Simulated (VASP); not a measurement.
Wanted: the native input for a VASP 6.6.1 run.

* Task: electric field gradients
* Functional: PBEsol
* Potentials or basis: VASP PAW PBE potentials, release 64 (Co)
* Cutoff: 520 eV
* k mesh: 18 × 18 × 18
* Occupations: fermi-dirac, width 0.05 eV
* Spin: collinear spin, ferromagnetic start
* Starting moments: [2.0] μB
* Dipole correction: no
* Further INCAR settings: ALGO = Normal; EDIFF = 1e-08; NBANDS = 14

The structure of Co lies in POSCAR:

```
Co
1.0
    0.0000000000      1.7566572351      1.7566572351
    1.7566572351      0.0000000000      1.7566572351
    1.7566572351      1.7566572351      0.0000000000
Co
1
Direct
    0.0000000000      0.0000000000      0.0000000000
```

The input as run:

INCAR

```
PREC     = Accurate       # precision mode
ENCUT    = 520            # plane-wave cutoff, eV
EDIFF    = 1E-8           # SCF threshold, eV
ISMEAR   = -1             # smearing method
SIGMA    = 0.05           # smearing width, eV
LREAL    = False          # projectors in reciprocal space
LASPH    = True           # aspherical terms in the spheres
NELM     = 150            # most SCF steps
ALGO     = Normal         # electronic algorithm
ISIF     = 2              # what is computed and relaxed
LWAVE    = False          # write WAVECAR
LCHARG   = False          # write CHGCAR
ISPIN    = 2              # spin polarisation
MAGMOM   = 2              # initial moments
LORBIT   = 11             # projections on sites
LMAXMIX  = 4              # l up to which the mixer works
GGA      = PS             # functional
LEFG     = True         
NBANDS   = 14             # bands
```

KPOINTS

```
regular mesh
0
Gamma
  18 18 18
```

Potentials or basis: VASP PAW PBE potentials, release 64 (Co).

The run is started by

```bash
$ cat potpaw_PBE.64/Co/POTCAR > POTCAR
$ mpirun -np 1 vasp_std > vasp.out
```

Results of the run:

| Item | Value |
| --- | --- |
| Pressure | -9.7 GPa |
| Net moment | 1.62 μB per cell |
| Site moments | Co +1.64 μB |
| Valence electrons inside the program's atomic spheres | Co 8.27 |

Caveat: without QUAD_EFG the Cq values of the log hold for a quadrupole moment of 1 mb, not for the nuclei; the PAW data sets were made with another functional, which shifts forces and pressure a little.

Run time: 32 s on 1 thread of Intel(R) Xeon(R) 6975P-C (Granite Rapids), on a shared host, peak memory 0.16 GiB.
